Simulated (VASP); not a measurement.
# CuSi16 (a cell with a defect) in VASP: notebook

Runs on CuSi16 (a cell with a defect). Level: PBE. Tasks: single point.

All numbers are computed with VASP 6.6.1; they aren't measurements. Logs are shortened: lines on timing, memory, paths and dates and some standing lists are left out, and cuts for length are marked.

## (1) The cell of the first run

The cell holds a defect, 17 atoms: a = 7.679 Å, b = 7.679 Å, c = 7.679 Å, α = 60.00°, β = 60.00°, γ = 60.00°.

## (2) Single point, PBE

INCAR

```
PREC = Accurate ; ENCUT = 520
EDIFF = 1E-7 ; ISMEAR = -1
SIGMA = 0.05 ; LREAL = Auto
LASPH = T ; NELM = 100
ALGO = Normal ; ISIF = 2
LWAVE = F ; LCHARG = F
GGA = PE ; NELECT = 74.0
NBANDS = 52
```

KPOINTS

```
regular mesh
0
Gamma
  2 2 2
```

POSCAR

```
CuSi16
1.0
    0.0000000000      5.4300000000      5.4300000000
    5.4300000000      0.0000000000      5.4300000000
    5.4300000000      5.4300000000      0.0000000000
Si Cu
16 1
Direct
    0.0005484427      0.0003885774      0.0068743629
    0.1127807399      0.1122964844      0.1625879321
   -0.0107098734     -0.0116988458      0.5339845895
    0.1307066717      0.1302090086      0.6190337815
    0.0005763398      0.4921244556      0.0068700465
    0.1327970388      0.6279933056      0.1111820516
    0.0023760423      0.5059548351      0.4856519287
    0.1307583185      0.6199201636      0.6190572790
    0.4925834525      0.0000570081      0.0072938214
    0.6281925177      0.1329071298      0.1112067170
    0.5064151168      0.0022107862      0.4856531550
    0.6209050730      0.1298764882      0.6193414985
    0.5046758027      0.5048671164     -0.0143948157
    0.6282162911      0.6276868286      0.1112081944
    0.5064526623      0.5056980333      0.4856551162
    0.6294764625      0.6291977749      0.6121445941
    0.2368986010      0.2356356500      0.7916178474
```

Potentials or basis: VASP PAW PBE potentials, release 64 (Si, Cu).

Run with:

```bash
cat potpaw_PBE.64/Si/POTCAR potpaw_PBE.64/Cu/POTCAR > POTCAR
mpirun -np 1 vasp_std > vasp.out
```

OUTCAR:

```text
PREC = Accurate
   ENCUT = 520
   EDIFF = 1E-7
   ISMEAR = -1
   LREAL = Auto
   LASPH = T
   NELM = 100
   ISIF = 2
   GGA = PE
   NELECT = 74.0

 ion  position               nearest neighbor table
   1  0.001  0.000  0.007-  10 2.34   6 2.34   2 2.39   4 2.43  17 2.57
   2  0.113  0.112  0.163-  17 2.33   3 2.33   9 2.39   5 2.39   1 2.39
   3  0.989  0.988  0.534-  12 2.32   4 2.32   8 2.32   2 2.33
   4  0.131  0.130  0.619-   3 2.32  11 2.36   7 2.36  17 2.43   1 2.43
   5  0.001  0.492  0.007-  14 2.34   6 2.34   2 2.39   8 2.43  17 2.57
   6  0.133  0.628  0.111-  13 2.33   1 2.34   5 2.34   7 2.35
   7  0.002  0.506  0.486-  16 2.34   6 2.35   4 2.36   8 2.36  17 2.95
   8  0.131  0.620  0.619-   3 2.32  15 2.36   7 2.36  17 2.43   5 2.43
   9  0.493  0.000  0.007-  14 2.34  10 2.34   2 2.39  12 2.43  17 2.56
  10  0.628  0.133  0.111-  13 2.33   1 2.34   9 2.34  11 2.35
  11  0.506  0.002  0.486-  16 2.34  10 2.35   4 2.36  12 2.36  17 2.94
  12  0.621  0.130  0.619-   3 2.32  15 2.36  11 2.36  17 2.43   9 2.43
  13  0.505  0.505  0.986-   6 2.33  10 2.33  14 2.33  16 2.34
  14  0.628  0.628  0.111-  13 2.33   5 2.34   9 2.34  15 2.35
  15  0.506  0.506  0.486-  16 2.34  14 2.35   8 2.36  12 2.36  17 2.94
  16  0.629  0.629  0.612-   7 2.34  11 2.34  15 2.34  13 2.34
  17  0.237  0.236  0.792-   2 2.33  12 2.43   4 2.43   8 2.43   9 2.56   1 2.57   5 2.57  11 2.94
                            15 2.94   7 2.95

  LATTYP: Found a face centered cubic cell.
 ALAT       =    10.8600000000

  Lattice vectors:

 A1 = (   0.0000000000,   5.4300000000,   5.4300000000)
 A2 = (   5.4300000000,   0.0000000000,   5.4300000000)
 A3 = (   5.4300000000,   5.4300000000,   0.0000000000)

Analysis of symmetry for initial positions (statically):
=====================================================================
 Subroutine PRICEL returns:
 Original cell was already a primitive cell.

 Routine SETGRP: Setting up the symmetry group for a
 face centered cubic supercell.

 Subroutine GETGRP returns: Found  1 space group operations
 (whereof  1 operations were pure point group operations)
 out of a pool of 48 trial point group operations.

The static configuration has the point symmetry C_1 .

Analysis of symmetry for dynamics (positions and initial velocities):
=====================================================================
 Subroutine PRICEL returns:
 Original cell was already a primitive cell.

 Routine SETGRP: Setting up the symmetry group for a
 face centered cubic supercell.

 Subroutine GETGRP returns: Found  1 space group operations
 (whereof  1 operations were pure point group operations)
 out of a pool of 48 trial point group operations.

The dynamic configuration has the point symmetry C_1 .

 Subroutine INISYM returns: Found  1 space group operations
 (whereof  1 operations are pure point group operations),
 and found     1 'primitive' translations

----------------------------------------------------------------------------------------

                                     Primitive cell

  volume of cell :     320.2060

  direct lattice vectors                    reciprocal lattice vectors
     0.000000000  5.430000000  5.430000000    -0.092081031  0.092081031  0.092081031
     5.430000000  0.000000000  5.430000000     0.092081031 -0.092081031  0.092081031
     5.430000000  5.430000000  0.000000000     0.092081031  0.092081031 -0.092081031

  length of vectors
     7.679179644  7.679179644  7.679179644     0.159489025  0.159489025  0.159489025

  position of ions in fractional coordinates (direct lattice)
     0.000548443  0.000388577  0.006874363
     0.112780740  0.112296484  0.162587932
     0.989290127  0.988301154  0.533984590
     0.130706672  0.130209009  0.619033782
     0.000576340  0.492124456  0.006870046
     0.132797039  0.627993306  0.111182052
[... 9 lines left out ...]
     0.629476463  0.629197775  0.612144594
     0.236898601  0.235635650  0.791617847

  ion indices of the primitive-cell ions
   primitive index   ion index
                 1           1
                 2           2
                 3           3
                 4           4
                 5           5
                 6           6
[... 9 lines left out ...]
                16          16
                17          17

----------------------------------------------------------------------------------------

 KPOINTS: regular mesh

Automatic generation of k-mesh.
 Grid dimensions read from file:
 generate k-points for:    2    2    2

 Generating k-lattice:

  Cartesian coordinates                     Fractional coordinates (reciprocal lattice)
    -0.046040516  0.046040516  0.046040516     0.500000000  0.000000000  0.000000000
     0.046040516 -0.046040516  0.046040516     0.000000000  0.500000000  0.000000000
     0.046040516  0.046040516 -0.046040516     0.000000000  0.000000000  0.500000000

  Length of vectors
     0.079744512  0.079744512  0.079744512

  Shift w.r.t. Gamma in fractional coordinates (k-lattice)
     0.000000000  0.000000000  0.000000000

 Subroutine IBZKPT returns following result:
 ===========================================

 Found      8 irreducible k-points:

 Following reciprocal coordinates:
            Coordinates               Weight
  0.000000  0.000000  0.000000      1.000000
  0.500000  0.000000  0.000000      1.000000
  0.000000  0.500000  0.000000      1.000000
  0.000000  0.000000  0.500000      1.000000
  0.500000  0.500000  0.500000      1.000000
  0.500000  0.500000  0.000000      1.000000
  0.000000  0.500000  0.500000      1.000000
  0.500000  0.000000  0.500000      1.000000
   k-points           NKPTS =      8   k-points in BZ     NKDIM =      8   number of bands    NBANDS=     52
   number of dos      NEDOS =    301   number of ions     NIONS =     17
   total plane-waves  NPLWV = 216000
   dimension x,y,z NGX =    60 NGY =   60 NGZ =   60
   dimension x,y,z NGXF=   120 NGYF=  120 NGZF=  120
   ions per type =              16   1
   NGX,Y,Z   is equivalent  to a cutoff of  12.99, 12.99, 12.99 a.u.
   NGXF,Y,Z  is equivalent  to a cutoff of  25.98, 25.98, 25.98 a.u.
 SYSTEM =  unknown system
   PREC   = accura    normal or accurate (medium, high low for compatibility)
   ISTART =      0    job   : 0-new  1-cont  2-samecut
   ICHARG =      2    charge: 1-file 2-atom 10-const
   ISPIN  =      1    spin polarized calculation?
   LNONCOLLINEAR =      F non collinear calculations
   LSORBIT =      F    spin-orbit coupling
   LASPH  =      T    aspherical Exc in radial PAW
   ENCUT  =  520.0 eV  38.22 Ry    6.18 a.u.  14.28 14.28 14.28*2*pi/ulx,y,z
   NELM   =    100;   NELMIN=  2; NELMDL= -5     # of ELM steps
   EDIFF  = 0.1E-06   stopping-criterion for ELM
   LREAL  =      T    real-space projection
   EDIFFG = 0.1E-05   stopping-criterion for IOM
   NSW    =      0    number of steps for IOM
   IBRION =     -1    ionic relax: 0-MD 1-quasi-New 2-CG
   NFREE  =      0    steps in history (QN), initial steepest desc. (CG)
   ISIF   =      2    stress and relaxation
   ISYM   =      2    0-nonsym 1-usesym 2-fastsym
   POTIM  = 0.5000    time-step for ionic-motion
   TEBEG  =    0.0;   TEEND  =   0.0 temperature during run
   PSTRESS=    0.0 pullay stress
   NELECT =      74.0000    total number of electrons
   NUPDOWN=      -1.0000    fix difference up-down
   EMIN   =  10.00;   EMAX   =-10.00  energy-range for DOS
   EFERMI =   0.00;   METHOD = LEGACY
   ISMEAR =    -1;   SIGMA  =   0.05  broadening in eV -4-tet -1-fermi 0-gaus
   EFERMI_NEDOS =   21; number of points for ismear=-14 and -15
   IALGO  =     38    algorithm
   IMIX   =      4    mixing-type and parameters
     AMIX     =   0.40;   BMIX     =  1.00
     AMIX_MAG =   1.60;   BMIX_MAG =  1.00
  volume/ion in A,a.u.               =      18.84       127.11
  Fermi-wavevector in a.u.,A,eV,Ry     =   1.004636  1.898488 13.732283  1.009294
  Thomas-Fermi vector in A             =   2.137265
   LORBIT       =      0    0 simple, 1 ext, 2 COOP (PROOUT), +10 PAW based schemes
   GGA     = PE    functional components
   LHFCALC =     F    Hartree Fock is set to
   AEXX    =    0.0000 exact exchange contribution
   IVDW    =     0    specifies the selected vdW correction
   LEPSILON=     F    determine dielectric tensor
   LRPA    =     F    only Hartree local field effects (RPA)
 non-spin polarized calculation
  energy-cutoff  :      520.00
  volume of cell :      320.21
 maximum number of plane-waves:      8646
 NGX is ok and might be reduce to    60
   NGX = 29   NGY = 29   NGZ = 29

 number of electron      74.0000002 magnetization

 Free energy of the ion-electron system (eV)
  ---------------------------------------------------
  ext. energy  EPLUGINS =         0.00000000
  ---------------------------------------------------
  free energy    TOTEN  =       -94.22163241 eV

  energy without entropy =      -94.21722092  energy(sigma->0) =      -94.21942667

 E-fermi :   6.3924     XC(G=0):  -9.6081

 val. band max:        6.1963168472   @ k =   0.0000   0.0000   0.0000
 cond. band min:       6.5542463705   @ k =   0.0000   0.0000   0.0000
 fundamental gap:      0.3579295234
 Fermi energy:         6.3923980851

 k-point     1 :       0.0000    0.0000    0.0000
  band No.  band energies     occupation
      1      -5.8949      2.00000
      2      -3.5493      2.00000
      3      -3.5047      2.00000
      4      -3.4727      2.00000
      5      -3.4717      2.00000
      6      -2.0444      2.00000
[... 41 lines left out ...]
     48       8.4567      0.00000
     49       8.7621      0.00000

 k-point     2 :       0.5000    0.0000    0.0000
  band No.  band energies     occupation
      1      -5.2267      2.00000
      2      -4.9331      2.00000
      3      -3.2970      2.00000
      4      -3.2631      2.00000
      5      -3.1674      2.00000
      6      -3.0398      2.00000
[... 41 lines left out ...]
     48       9.7965      0.00000
     49       9.9270      0.00000

 k-point     3 :       0.0000    0.5000    0.0000
  band No.  band energies     occupation
      1      -5.2267      2.00000
      2      -4.9334      2.00000
      3      -3.2968      2.00000
      4      -3.2635      2.00000
      5      -3.1667      2.00000
      6      -3.0392      2.00000
[... 41 lines left out ...]
     48       9.7959      0.00000
     49       9.9269      0.00000

 k-point     4 :       0.0000    0.0000    0.5000
  band No.  band energies     occupation
      1      -5.1873      2.00000
      2      -4.9851      2.00000
      3      -3.3326      2.00000
      4      -3.1815      2.00000
      5      -3.1809      2.00000
      6      -3.0376      2.00000
[... 41 lines left out ...]
     48       9.7795      0.00000
     49       9.7801      0.00000

 k-point     5 :       0.5000    0.5000    0.5000
  band No.  band energies     occupation
      1      -5.2266      2.00000
      2      -4.9335      2.00000
      3      -3.2969      2.00000
      4      -3.2635      2.00000
      5      -3.1666      2.00000
      6      -3.0392      2.00000
[... 41 lines left out ...]
     48       9.7958      0.00000
     49       9.9272      0.00000

 k-point     6 :       0.5000    0.5000    0.0000
  band No.  band energies     occupation
      1      -4.9317      2.00000
      2      -4.7236      2.00000
      3      -3.8694      2.00000
      4      -3.7772      2.00000
      5      -3.7481      2.00000
      6      -3.7372      2.00000
[... 41 lines left out ...]
     48      10.5036      0.00000
     49      10.5078      0.00000

 k-point     7 :       0.0000    0.5000    0.5000
  band No.  band energies     occupation
      1      -4.9317      2.00000
      2      -4.7236      2.00000
      3      -3.8694      2.00000
      4      -3.7772      2.00000
      5      -3.7481      2.00000
      6      -3.7371      2.00000
[... 41 lines left out ...]
     48      10.5035      0.00000
     49      10.5080      0.00000

 k-point     8 :       0.5000    0.0000    0.5000
  band No.  band energies     occupation
      1      -4.9317      2.00000
      2      -4.7236      2.00000
      3      -3.8695      2.00000
      4      -3.7767      2.00000
      5      -3.7486      2.00000
      6      -3.7372      2.00000
[... 41 lines left out ...]
     48      10.5045      0.00000
     49      10.5063      0.00000
 [bands above 49 left out]

------------------------ aborting loop because EDIFF is reached ----------------------------------------

  FORCE on cell =-STRESS in cart. coord.  units (eV):
  Direction    XX          YY          ZZ          XY          YZ          ZX
  --------------------------------------------------------------------------------------
  -------------------------------------------------------------------------------------
  Total       -1.8073989     -1.8030496     -1.8047526      0.2010834     -0.1999865     -0.2526139
  in kB       -9.0434704     -9.0217081     -9.0302291      1.0061373     -1.0006488     -1.2639744
  external PRESSURE =      -9.0318025 kB  Pullay stress =       0.0000000 kB

 VOLUME and BASIS-vectors are now :
 -----------------------------------------------------------------------------
  energy-cutoff  :      520.00
  volume of cell :      320.21
      direct lattice vectors                 reciprocal lattice vectors
     0.000000000  5.430000000  5.430000000    -0.092081031  0.092081031  0.092081031
     5.430000000  0.000000000  5.430000000     0.092081031 -0.092081031  0.092081031
     5.430000000  5.430000000  0.000000000     0.092081031  0.092081031 -0.092081031

 POSITION                                       TOTAL-FORCE (eV/Angst)
 -----------------------------------------------------------------------------------
      0.03944      0.04031      0.00509        -0.001671      0.001838     -0.001595
      1.49262      1.49525      1.22217         0.013572      0.006087     -0.013726
      8.26601      8.27138     10.73832        -0.007305     -0.008965      0.007521
      4.06839      4.07109      1.41677         0.004020     -0.002057     -0.015806
      2.70954      0.04043      2.67537         0.001792      0.001849      0.001729
      4.01372      1.32481      4.13109         0.004791     -0.000132     -0.004838
[... 9 lines left out ...]
      6.74049      6.74200      6.83460         0.005084     -0.002702     -0.005326
      5.57799      5.58484      2.56586        -0.012760     -0.013021      0.013112
 -----------------------------------------------------------------------------------
    total drift:                                0.004932     -0.000427     -0.004356

  FREE ENERGIE OF THE ION-ELECTRON SYSTEM (eV)
  ---------------------------------------------------
  free  energy   TOTEN  =       -94.2216324107 eV

  energy  without entropy=      -94.2172209204  energy(sigma->0) =      -94.21942667
```

Wall time 3.2 min (1 thread of Intel Xeon 6975P-C (Granite Rapids), shared host); peak memory 0.49 GiB.

What came out:

```yaml
Free_energy: -94.2216 eV
Largest_force: 0.022 eV/Å
```

Forces in eV/Å, atoms in the order of the input:
```
Si  -0.002  0.002 -0.002
Si   0.014  0.006 -0.014
Si  -0.007 -0.009  0.008
Si   0.004 -0.002 -0.016
Si   0.002  0.002  0.002
Si   0.005  0.000 -0.005
Si  -0.006 -0.002  0.007
Si   0.015 -0.002 -0.004
Si  -0.006  0.003  0.006
Si   0.001  0.000 -0.007
Si  -0.006  0.003  0.006
Si   0.001  0.010 -0.002
Si  -0.007  0.003  0.007
Si   0.006  0.000 -0.001
Si  -0.006  0.002  0.007
Si   0.005 -0.003 -0.005
Cu  -0.013 -0.013  0.013
```

Caveat: the k points lie up to 0.50 Å⁻¹ apart; the cell carries a net charge on a neutralising background, which shifts energy and pressure; the cell is charged against a uniform background, so pressure and absolute levels hang on convention.

## (3) Single point, PBE

INCAR

```
  PREC = Accurate
  ENCUT = 520
  EDIFF = 1E-7
  ISMEAR = -1
  SIGMA = 0.05
  LREAL = Auto
  LASPH = True
  NELM = 100
  ALGO = Normal
  ISIF = 2
  LWAVE = False
  LCHARG = False
  GGA = PE
  NBANDS = 52
  NELECT = 74.0
```

KPOINTS is that of step 2.

POSCAR

```
CuSi16
1.0
    0.0000000000      5.4300000000      5.4300000000
    5.4300000000      0.0000000000      5.4300000000
    5.4300000000      5.4300000000      0.0000000000
Si Cu
16 1
Direct
   -0.0041564353     -0.0043085750     -0.0041506470
    0.1202789057      0.1203064186      0.1202799263
   -0.0026219846     -0.0030889348      0.4921997282
    0.1194294752      0.1186899681      0.6228362150
   -0.0028832680      0.4922321230     -0.0028960131
    0.1191134129      0.6227131107      0.1190878815
    0.0050978310      0.4945093305      0.4948265088
    0.1330042143      0.6244793030      0.6246494536
    0.4921955407     -0.0030759668     -0.0026263799
    0.6228341532      0.1187074863      0.1194182032
    0.4952597572      0.0038286269      0.4952592700
    0.6249561104      0.1323125757      0.6249483231
    0.4948462410      0.4945316038      0.0050447255
    0.6246665185      0.6244929034      0.1329722486
    0.5127171597      0.5121466751      0.5127046720
    0.6366973542      0.6354691974      0.6366429455
    0.3894484040      0.3876610240      0.3893710088
```

Potentials or basis: VASP PAW PBE potentials, release 64 (Si, Cu).

Run with:

```bash
cat potpaw_PBE.64/Si/POTCAR potpaw_PBE.64/Cu/POTCAR > POTCAR
mpirun -np 1 vasp_std > vasp.out
```

Wall time 3.3 min (1 thread of Intel Xeon 6975P-C (Granite Rapids), shared host); peak memory 0.5 GiB.

Results (log left out):

```
Free energy   : -94.2221 eV
Largest force : 0.021 eV/Å
```

Forces on the atoms (eV/Å):
```
Si   0.003  0.001  0.003
Si  -0.004 -0.003 -0.004
Si   0.006  0.005 -0.003
Si  -0.002 -0.002 -0.006
Si   0.005 -0.003  0.005
Si  -0.003 -0.005 -0.003
Si   0.009  0.001  0.002
Si   0.008 -0.002 -0.005
Si  -0.003  0.005  0.006
Si  -0.006 -0.002 -0.003
Si   0.001  0.006  0.002
Si  -0.005  0.010 -0.006
Si   0.002  0.001  0.009
Si  -0.004 -0.002  0.008
Si   0.007  0.004  0.008
Si  -0.002 -0.001 -0.002
Cu  -0.011 -0.014 -0.011
```

Levels at points of the mesh, in eV from the Fermi level:
```tsv
k point	band 35	band 36	band 37	band 38	band 39	band 40
(0.00, 0.00, 0.00)	-0.65	-0.20	-0.19	0.16	0.60	0.60
(0.50, 0.00, 0.00)	-0.85	-0.77	-0.68	0.57	1.08	1.28
(0.00, 0.50, 0.00)	-0.85	-0.77	-0.69	0.57	1.08	1.28
(0.00, 0.00, 0.50)	-0.85	-0.77	-0.68	0.57	1.08	1.28
(0.50, 0.50, 0.50)	-0.92	-0.73	-0.73	0.41	1.25	1.33
(0.50, 0.50, 0.00)	-1.45	-1.42	-0.96	0.66	1.05	2.02
(0.00, 0.50, 0.50)	-1.45	-1.42	-0.96	0.66	1.05	2.02
(0.50, 0.00, 0.50)	-1.44	-1.42	-0.96	0.66	1.05	2.02
```

Caveat: the k points lie up to 0.50 Å⁻¹ apart; the cell carries a net charge on a neutralising background, which shifts energy and pressure; the cell is charged against a uniform background, so pressure and absolute levels hang on convention.

(Continued in part 2 of 2.)
